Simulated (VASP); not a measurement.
# Ta (Im-3m) in VASP: notebook

The runs below take Ta through single point, relaxation of cell and atoms, with PBE.

All numbers are computed with VASP 6.6.1; they aren't measurements. Logs are shortened: lines on timing, memory, paths and dates and some standing lists are left out, and cuts for length are marked.

## (1) The cell of the first run

It takes space group Im-3m (No. 229, cubic). Conventional cell: a = 3.319 Å, b = 3.319 Å, c = 3.319 Å, α = 90.00°, β = 90.00°, γ = 90.00°. Within 3.8 Å of Ta (site symmetry m-3m) lie 14 Ta at 2.87 to 3.32 Å.

## (2) Single point, PBE

INCAR reads:

```
ALGO = Normal
EDIFF = 1E-7
ENCUT = 520
GGA = PE
ISIF = 2
ISMEAR = -1
LASPH = T
LCHARG = F
LREAL = F
LWAVE = F
NBANDS = 12
NELM = 60
PREC = Accurate
SIGMA = 0.05
```

KPOINTS reads:

```
k-points
0
Gamma
  17 17 17
```

POSCAR reads:

```
Ta
1.0
   -1.6595699198      1.6595699198      1.6595699198
    1.6595699198     -1.6595699198      1.6595699198
    1.6595699198      1.6595699198     -1.6595699198
Ta
1
Direct
    0.0000000000      0.0000000000      0.0000000000
```

Potentials or basis: VASP PAW PBE potentials, release 64 (Ta_pv).

Command:

```console
$ cat potpaw_PBE.64/Ta_pv/POTCAR > POTCAR
$ mpirun -np 1 vasp_std > vasp.out
```

OUTCAR:

```text
EDIFF = 1E-7
   ENCUT = 520
   GGA = PE
   ISIF = 2
   ISMEAR = -1
   LASPH = T
   LREAL = F
   NELM = 60
   PREC = Accurate

 ion  position               nearest neighbor table
   1  0.000  0.000  0.000-

  LATTYP: Found a body centered cubic cell.
 ALAT       =     3.3191398396

  Lattice vectors:

 A1 = (  -1.6595699198,   1.6595699198,   1.6595699198)
 A2 = (   1.6595699198,  -1.6595699198,   1.6595699198)
 A3 = (   1.6595699198,   1.6595699198,  -1.6595699198)

Analysis of symmetry for initial positions (statically):
=====================================================================
 Subroutine PRICEL returns:
 Original cell was already a primitive cell.

 Routine SETGRP: Setting up the symmetry group for a
 body centered cubic supercell.

 Subroutine GETGRP returns: Found 48 space group operations
 (whereof 48 operations were pure point group operations)
 out of a pool of 48 trial point group operations.

The static configuration has the point symmetry O_h .

Analysis of symmetry for dynamics (positions and initial velocities):
=====================================================================
 Subroutine PRICEL returns:
 Original cell was already a primitive cell.

 Routine SETGRP: Setting up the symmetry group for a
 body centered cubic supercell.

 Subroutine GETGRP returns: Found 48 space group operations
 (whereof 48 operations were pure point group operations)
 out of a pool of 48 trial point group operations.

The dynamic configuration has the point symmetry O_h .

 Subroutine INISYM returns: Found 48 space group operations
 (whereof 48 operations are pure point group operations),
 and found     1 'primitive' translations

----------------------------------------------------------------------------------------

                                     Primitive cell

  volume of cell :      18.2830

  direct lattice vectors                    reciprocal lattice vectors
    -1.659569920  1.659569920  1.659569920     0.000000000  0.301282877  0.301282877
     1.659569920 -1.659569920  1.659569920     0.301282877  0.000000000  0.301282877
     1.659569920  1.659569920 -1.659569920     0.301282877  0.301282877  0.000000000

  length of vectors
     2.874459420  2.874459420  2.874459420     0.426078331  0.426078331  0.426078331

  position of ions in fractional coordinates (direct lattice)
     0.000000000  0.000000000  0.000000000

  ion indices of the primitive-cell ions
   primitive index   ion index
                 1           1

----------------------------------------------------------------------------------------

 KPOINTS: k-points

Automatic generation of k-mesh.
 Grid dimensions read from file:
 generate k-points for:   17   17   17

 Generating k-lattice:

  Cartesian coordinates                     Fractional coordinates (reciprocal lattice)
     0.000000000  0.017722522  0.017722522     0.058823529  0.000000000  0.000000000
     0.017722522  0.000000000  0.017722522     0.000000000  0.058823529  0.000000000
     0.017722522  0.017722522  0.000000000     0.000000000  0.000000000  0.058823529

  Length of vectors
     0.025063431  0.025063431  0.025063431

  Shift w.r.t. Gamma in fractional coordinates (k-lattice)
     0.000000000  0.000000000  0.000000000

 Subroutine IBZKPT returns following result:
 ===========================================

 Found    165 irreducible k-points:

 Following reciprocal coordinates:
            Coordinates               Weight
  0.000000  0.000000  0.000000      1.000000
  0.058824  0.000000  0.000000     12.000000
  0.117647  0.000000  0.000000     12.000000
  0.176471  0.000000  0.000000     12.000000
  0.235294  0.000000  0.000000     12.000000
  0.294118  0.000000  0.000000     12.000000
[... 16 lines left out ...]
  0.411765  0.117647  0.000000     48.000000
  0.176471  0.176471  0.000000     24.000000
 [... further k-points ...]
   k-points           NKPTS =    165   k-points in BZ     NKDIM =    165   number of bands    NBANDS=     12
   number of dos      NEDOS =    301   number of ions     NIONS =      1
   total plane-waves  NPLWV =  13824
   dimension x,y,z NGX =    24 NGY =   24 NGZ =   24
   dimension x,y,z NGXF=    48 NGYF=   48 NGZF=   48
   ions per type =               1
   NGX,Y,Z   is equivalent  to a cutoff of  13.88, 13.88, 13.88 a.u.
   NGXF,Y,Z  is equivalent  to a cutoff of  27.76, 27.76, 27.76 a.u.
 SYSTEM =  unknown system
   PREC   = accura    normal or accurate (medium, high low for compatibility)
   ISTART =      0    job   : 0-new  1-cont  2-samecut
   ICHARG =      2    charge: 1-file 2-atom 10-const
   ISPIN  =      1    spin polarized calculation?
   LNONCOLLINEAR =      F non collinear calculations
   LSORBIT =      F    spin-orbit coupling
   LASPH  =      T    aspherical Exc in radial PAW
   ENCUT  =  520.0 eV  38.22 Ry    6.18 a.u.   5.34  5.34  5.34*2*pi/ulx,y,z
   NELM   =     60;   NELMIN=  2; NELMDL= -5     # of ELM steps
   EDIFF  = 0.1E-06   stopping-criterion for ELM
   LREAL  =      F    real-space projection
   EDIFFG = 0.1E-05   stopping-criterion for IOM
   NSW    =      0    number of steps for IOM
   IBRION =     -1    ionic relax: 0-MD 1-quasi-New 2-CG
   NFREE  =      0    steps in history (QN), initial steepest desc. (CG)
   ISIF   =      2    stress and relaxation
   ISYM   =      2    0-nonsym 1-usesym 2-fastsym
   POTIM  = 0.5000    time-step for ionic-motion
   TEBEG  =    0.0;   TEEND  =   0.0 temperature during run
   PSTRESS=    0.0 pullay stress
   NELECT =      11.0000    total number of electrons
   NUPDOWN=      -1.0000    fix difference up-down
   EMIN   =  10.00;   EMAX   =-10.00  energy-range for DOS
   EFERMI =   0.00;   METHOD = LEGACY
   ISMEAR =    -1;   SIGMA  =   0.05  broadening in eV -4-tet -1-fermi 0-gaus
   EFERMI_NEDOS =   21; number of points for ismear=-14 and -15
   IALGO  =     38    algorithm
   IMIX   =      4    mixing-type and parameters
     AMIX     =   0.40;   BMIX     =  1.00
     AMIX_MAG =   1.60;   BMIX_MAG =  1.00
  volume/ion in A,a.u.               =      18.28       123.38
  Fermi-wavevector in a.u.,A,eV,Ry     =   1.382049  2.611694 25.987944  1.910060
  Thomas-Fermi vector in A             =   2.506777
   LORBIT       =      0    0 simple, 1 ext, 2 COOP (PROOUT), +10 PAW based schemes
   GGA     = PE    functional components
[... 5 lines left out ...]
 non-spin polarized calculation
  energy-cutoff  :      520.00
  volume of cell :       18.28
 maximum number of plane-waves:       531
 NGX is ok and might be reduce to    24
   NGX = 11   NGY = 11   NGZ = 11

 number of electron      11.0000001 magnetization

 Free energy of the ion-electron system (eV)
  ---------------------------------------------------
  ext. energy  EPLUGINS =         0.00000000
  ---------------------------------------------------
  free energy    TOTEN  =       -11.81877221 eV

  energy without entropy =      -11.80776691  energy(sigma->0) =      -11.81326956

 E-fermi :   5.3702     XC(G=0): -12.5418

 val. band max:        5.3698564205   @ k =  -0.2353   0.2353   0.1176
 cond. band min:       5.3762062989   @ k =  -0.4706  -0.4706   0.1765
 fundamental gap:      0.0063498784
 Fermi energy:         5.3701986614

 k-point     1 :       0.0000    0.0000    0.0000
  band No.  band energies     occupation
      1     -27.7653      2.00000
      2     -27.7653      2.00000
      3     -27.7653      2.00000
      4      -2.4929      2.00000
      5       6.1000      0.00000
      6       6.1000      0.00000
      7       6.1000      0.00000
      8       9.3203      0.00000
      9       9.3203      0.00000
     10      20.0111      0.00000
     11      20.3060      0.00000
     12      20.3060      0.00000

 k-point     2 :       0.0588    0.0000    0.0000
  band No.  band energies     occupation
      1     -27.8063      2.00000
      2     -27.7780      2.00000
      3     -27.7655      2.00000
      4      -2.3406      2.00000
      5       6.0010      0.00001
      6       6.0718      0.00000
      7       6.2488      0.00000
      8       9.1590      0.00000
      9       9.3207      0.00000
     10      20.0117      0.00000
     11      20.4431      0.00000
     12      20.5734      0.00000

 k-point     3 :       0.1176    0.0000    0.0000
  band No.  band energies     occupation
      1     -27.9222      2.00000
      2     -27.8140      2.00000
      3     -27.7661      2.00000
      4      -1.9012      2.00000
      5       5.7306      0.00148
      6       5.9494      0.00002
      7       6.6897      0.00000
      8       8.8352      0.00000
      9       9.3308      0.00000
     10      20.0107      0.00000
     11      20.7761      0.00000
     12      21.3460      0.00000

 k-point     4 :       0.1765    0.0000    0.0000
  band No.  band energies     occupation
      1     -28.0941      2.00000
      2     -27.8682      2.00000
      3     -27.7670      2.00000
      4      -1.2293      2.00000
      5       5.3533      1.16762
      6       5.6791      0.00414
      7       7.4075      0.00000
      8       8.6419      0.00000
      9       9.3729      0.00000
     10      20.0099      0.00000
     11      21.0046      0.00000
     12      22.5512      0.00000

 k-point     5 :       0.2353    0.0000    0.0000
  band No.  band energies     occupation
      1     -28.2955      2.00000
      2     -27.9328      2.00000
      3     -27.7682      2.00000
      4      -0.4299      2.00000
      5       4.9405      1.99963
      6       5.3505      1.19438
      7       8.3736      0.00000
      8       8.6979      0.00000
      9       9.4690      0.00000
     10      20.0077      0.00000
     11      20.6364      0.00000
     12      22.2137      0.00000

 k-point     6 :       0.2941    0.0000    0.0000
  band No.  band energies     occupation
      1     -28.4977      2.00000
      2     -27.9989      2.00000
      3     -27.7693      2.00000
      4       0.3216      2.00000
      5       4.5515      2.00000
      6       5.2141      1.91563
      7       8.9166      0.00000
      8       9.5408      0.00000
      9       9.6279      0.00000
     10      19.6898      0.00000
     11      19.9945      0.00000
     12      20.7546      0.00000

 k-point     7 :       0.3529    0.0000    0.0000
  band No.  band energies     occupation
      1     -28.6745      2.00000
      2     -28.0576      2.00000
      3     -27.7704      2.00000
      4       0.8185      2.00000
      5       4.2288      2.00000
      6       5.5003      0.13798
      7       9.1526      0.00000
      8       9.8352      0.00000
      9      10.8245      0.00000
     10      18.6342      0.00000
     11      19.0809      0.00000
     12      20.0296      0.00000

 k-point     8 :       0.4118    0.0000    0.0000
  band No.  band energies     occupation
      1     -28.8046      2.00000
      2     -28.1014      2.00000
      3     -27.7713      2.00000
      4       1.0143      2.00000
      5       4.0003      2.00000
      6       6.1632      0.00000
      7       9.2643      0.00000
      8      10.0449      0.00000
      9      12.0563      0.00000
     10      17.7336      0.00000
     11      17.7791      0.00000
     12      20.0206      0.00000
[... 166 lines left out ...]
 k-point    20 :       0.2353    0.1176    0.0000
  band No.  band energies     occupation
      1     -28.5173      2.00000
      2     -28.0151      2.00000
      3     -27.8194      2.00000
      4       0.7144      2.00000
      5       4.5202      2.00000
      6       4.8798      1.99989
      7       8.5377      0.00000
      8       9.9591      0.00000
      9      10.1473      0.00000
     10      19.5846      0.00000
     11      20.0228      0.00000
     12      21.2107      0.00000

 k-point    21 :       0.2941    0.1176    0.0000
  band No.  band energies     occupation
      1     -28.6633      2.00000
      2     -28.0876      2.00000
      3     -27.8228      2.00000
      4       1.2450      2.00000
      5       4.2415      2.00000
      6       5.0661      1.99544
      7       8.8321      0.00000
      8      10.0840      0.00000
      9      11.4309      0.00000
     10      18.3251      0.00000
     11      19.7762      0.00000
     12      20.0376      0.00000

 k-point    22 :       0.3529    0.1176    0.0000
  band No.  band energies     occupation
      1     -28.7704      2.00000
      2     -28.1428      2.00000
      3     -27.8249      2.00000
      4       1.4531      2.00000
      5       4.0537      2.00000
      6       5.6061      0.01771
      7       9.0387      0.00000
      8      10.2267      0.00000
      9      12.6483      0.00000
     10      17.1300      0.00000
     11      18.7006      0.00000
     12      20.0193      0.00000

 k-point    23 :       0.4118    0.1176    0.0000
  band No.  band energies     occupation
      1     -28.8269      2.00000
      2     -28.1725      2.00000
      3     -27.8260      2.00000
      4       1.4898      2.00000
      5       3.9575      2.00000
      6       6.1132      0.00000
      7       9.0346      0.00000
      8      10.4214      0.00000
      9      13.4696      0.00000
     10      16.2871      0.00000
     11      18.1723      0.00000
     12      20.0178      0.00000

 k-point    24 :       0.1765    0.1765    0.0000
  band No.  band energies     occupation
      1     -28.4870      2.00000
      2     -28.0048      2.00000
      3     -27.8398      2.00000
      4       0.7264      2.00000
      5       4.5364      2.00000
      6       4.7993      1.99998
      7       8.3748      0.00000
      8       9.9812      0.00000
      9      10.1325      0.00000
     10      19.8043      0.00000
     11      20.0503      0.00000
     12      21.9437      0.00000

 [... further k-points ...]

------------------------ aborting loop because EDIFF is reached ----------------------------------------

  FORCE on cell =-STRESS in cart. coord.  units (eV):
  Direction    XX          YY          ZZ          XY          YZ          ZX
  --------------------------------------------------------------------------------------
  -------------------------------------------------------------------------------------
  Total        0.0100181      0.0100181      0.0100181     -0.0000000      0.0000000      0.0000000
  in kB        0.8779065      0.8779065      0.8779065     -0.0000000      0.0000000      0.0000000
  external PRESSURE =       0.8779065 kB  Pullay stress =       0.0000000 kB

 VOLUME and BASIS-vectors are now :
 -----------------------------------------------------------------------------
  energy-cutoff  :      520.00
  volume of cell :       18.28
      direct lattice vectors                 reciprocal lattice vectors
    -1.659569920  1.659569920  1.659569920     0.000000000  0.301282877  0.301282877
     1.659569920 -1.659569920  1.659569920     0.301282877  0.000000000  0.301282877
     1.659569920  1.659569920 -1.659569920     0.301282877  0.301282877  0.000000000

 POSITION                                       TOTAL-FORCE (eV/Angst)
 -----------------------------------------------------------------------------------
      0.00000      0.00000      0.00000        -0.000000      0.000000      0.000000
 -----------------------------------------------------------------------------------
    total drift:                                0.000000      0.000000      0.000000

  FREE ENERGIE OF THE ION-ELECTRON SYSTEM (eV)
  ---------------------------------------------------
  free  energy   TOTEN  =       -11.8187722119 eV

  energy  without entropy=      -11.8077669103  energy(sigma->0) =      -11.81326956
```

It took 20 s on 1 thread of Intel Xeon Platinum 8259CL at 2.50GHz (Skylake/Cascade Lake), shared host; peak memory 0.16 GiB.

Results:

| Property | Result |
| --- | --- |
| Free energy | -11.8188 eV |
| Pressure | 0.1 GPa |
| Band gap on the k mesh | zero (an odd number of electrons rules out a gap without spin polarisation) |

Caveat: spin-orbit coupling is left out, which moves the levels of the heavy elements.

## (3) Relaxation of cell and atoms, PBE

This run uses another cell than the first one, of 18.32 Å³/atom.

INCAR reads:

```
SYSTEM = Ta
PREC     = Accurate       ! precision mode
ENCUT    = 600            ! plane-wave cutoff, eV
EDIFF    = 1E-7           ! SCF threshold, eV
ISMEAR   = -1             ! smearing method
SIGMA    = 0.05           ! smearing width, eV
LREAL    = .FALSE.        ! projectors in reciprocal space
LASPH    = .TRUE.         ! aspherical terms in the spheres
NELM     = 80             ! most SCF steps
ALGO     = Normal         ! electronic algorithm
ISIF     = 3              ! what is computed and relaxed
LWAVE    = .FALSE.        ! write WAVECAR
LCHARG   = .FALSE.        ! write CHGCAR
GGA      = PE             ! functional
IBRION   = 2              ! ionic algorithm
NSW      = 60             ! ionic steps
EDIFFG   = -0.005         ! ionic threshold
```

KPOINTS reads:

```
Automatic mesh
0
G
  17 17 17
  0 0 0
```

POSCAR reads:

```
Ta
1.0
   -1.6607199181      1.6607199181      1.6607199181
    1.6607199181     -1.6607199181      1.6607199181
    1.6607199181      1.6607199181     -1.6607199181
Ta
1
Direct
    0.0000000000      0.0000000000      0.0000000000
```

Potentials or basis: VASP PAW PBE potentials, release 64 (Ta_pv).

Command:

```console
$ cat potpaw_PBE.64/Ta_pv/POTCAR > POTCAR
$ mpirun -np 1 vasp_std > vasp.out
```

Wall time 36 s (1 thread of Intel Xeon Platinum 8259CL at 2.50GHz (Skylake/Cascade Lake), shared host); peak memory 0.17 GiB.

Results (log left out):

```yaml
Free_energy: -11.8190 eV
Relaxed_volume: 18.29 Å³/atom
Relaxed_cell: a = 2.875 Å, b = 2.875 Å, c = 2.875 Å, α = 109.47°, β = 109.47°, γ = 109.47°
Space_group_after_relaxing_to_0.1_Å: Im-3m (No. 229)
Energy_gained_by_relaxing: 0.0 meV/atom
Ionic_steps: 3
Pressure_after_relaxing: 0.0 GPa
Band_gap_on_the_k_mesh: zero (an odd number of electrons rules out a gap without spin polarisation)
```

Final structure:
```yaml
crystal:
  lattice:
    - [-1.65987, 1.65987, 1.65987]
    - [1.65987, -1.65987, 1.65987]
    - [1.65987, 1.65987, -1.65987]
  atoms:
    - { symbol: Ta, position: [0.00000, 0.00000, 0.00000] }
```

Levels at points of the mesh, in eV from the Fermi level:
```csv
k point,band 4,band 5,band 6,band 7,band 8,band 9
"(0.00, 0.00, 0.00)",-7.86,0.73,0.73,0.73,3.95,3.95
```

Caveat: spin-orbit coupling is left out, which moves the levels of the heavy elements.

## (4) Relaxation of cell and atoms, PBE

INCAR reads:

```
PREC = Accurate
ENCUT = 600
EDIFF = 1E-6
ISMEAR = -1
SIGMA = 0.05
LREAL = False
LASPH = True
NELM = 80
ALGO = Normal
ISIF = 3
LWAVE = False
LCHARG = False
GGA = PE
IBRION = 2
NSW = 45
EDIFFG = -0.005
```

KPOINTS reads:

```
Automatic mesh
0
Gamma
  17 17 17
```

POSCAR reads:

```
Ta
1.0
   -1.6595699198      1.6595699198      1.6595699198
    1.6595699198     -1.6595699198      1.6595699198
    1.6595699198      1.6595699198     -1.6595699198
Ta
1
Direct
    0.0000000000      0.0000000000      0.0000000000
```

Command:

```console
$ cat potpaw_PBE.64/Ta_pv/POTCAR > POTCAR
$ mpirun -np 1 vasp_std > vasp.out
```

Wall time 32 s (1 thread of Intel Xeon Platinum 8259CL at 2.50GHz (Skylake/Cascade Lake), shared host); peak memory 0.16 GiB.

It converged, with:

```yaml
Free_energy: -11.8190 eV
Relaxed_volume: 18.29 Å³/atom
Relaxed_cell: a = 2.875 Å, b = 2.875 Å, c = 2.875 Å, α = 109.47°, β = 109.47°, γ = 109.47°
Space_group_after_relaxing_to_0.1_Å: Im-3m (No. 229)
Energy_gained_by_relaxing: 0.0 meV/atom
Ionic_steps: 3
Pressure_after_relaxing: 0.0 GPa
Band_gap_on_the_k_mesh: zero (an odd number of electrons rules out a gap without spin polarisation)
```

Final structure:
```
Ta
1.0
    -1.65985    1.65985    1.65985
     1.65985   -1.65985    1.65985
     1.65985    1.65985   -1.65985
Ta
1
Direct
  0.00000 0.00000 0.00000
```

Levels at points of the mesh, in eV from the Fermi level:
```csv
k point,band 4,band 5,band 6,band 7,band 8,band 9
"(0.00, 0.00, 0.00)",-7.86,0.73,0.73,0.73,3.95,3.95
```

Caveat: spin-orbit coupling is left out, which moves the levels of the heavy elements.

## (5) Summary

| task | cell | cutoff (eV) | gap on the mesh (eV) | pressure (GPa) | relaxed volume (Å³/atom) |
| --- | --- | --- | --- | --- | --- |
| single point | a = 2.874 Å, angles 109.5°, 1 atom | 520 | none | 0.1 | - |
| relaxation of cell and atoms | relaxed from a = 2.876 Å, angles 109.5°, 1 atom | 600 | none | 0.0 | 18.29 |
| relaxation of cell and atoms | relaxed from a = 2.874 Å, angles 109.5°, 1 atom | 600 | none | 0.0 | 18.29 |

Alike in all rows: level PBE; potentials or basis VASP PAW PBE potentials, release 64 (Ta_pv); no spin polarisation; k mesh 17 × 17 × 17; smearing fermi-dirac 0.05 eV.

Caveats: spin-orbit coupling is left out, which moves the levels of the heavy elements.

Total energies depend on the potentials used, so only differences within one code and one set of settings carry meaning.
